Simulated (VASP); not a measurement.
Set up this calculation in VASP 6.6.1, as the native input.

```yaml
Task: single point
Functional: PBE
Potentials_or_basis: VASP PAW PBE potentials, release 64 (K_sv, I)
Cutoff: 520 eV
k_mesh: 6 × 6 × 6
Occupations: gaussian, width 0.01 eV
Spin: no spin polarisation
Dipole_correction: no
Further_INCAR_settings: ALGO = Normal; EDIFF = 1e-07; NBANDS = 15
```

The structure of KI lies in POSCAR:

```
KI
1.0
    0.0000000000      3.5879403177      3.5879403177
    3.5879403177      0.0000000000      3.5879403177
    3.5879403177      3.5879403177      0.0000000000
K I
1 1
Direct
    0.0000000000      0.0000000000      0.0000000000
    0.5000000000      0.5000000000      0.5000000000
```

These files were run (other wordings do the same):

INCAR

```
SYSTEM = KI
PREC = Accurate
ENCUT = 520
EDIFF = 1E-7
ISMEAR = 0
SIGMA = 0.01
LREAL = .FALSE.
LASPH = .TRUE.
NELM = 60
ALGO = Normal
ISIF = 2
LWAVE = .FALSE.
LCHARG = .FALSE.
GGA = PE
NBANDS = 15
```

KPOINTS

```
regular mesh
0
G
  6 6 6
  0 0 0
```

Potentials or basis: VASP PAW PBE potentials, release 64 (K_sv, I).

Run with:

```console
$ cat potpaw_PBE.64/K_sv/POTCAR potpaw_PBE.64/I/POTCAR > POTCAR
$ mpirun -np 1 vasp_std > vasp.out
```

Results of the run:

```
Pressure               : 0.0 GPa
Band gap on the k mesh : 3.86 eV, direct
```

Caveat: spin-orbit coupling is left out, which moves the levels of the heavy elements.

It took 38 s on 1 thread of AMD EPYC 7R13 Processor (Zen 3), on a shared host, peak memory 0.21 GiB.
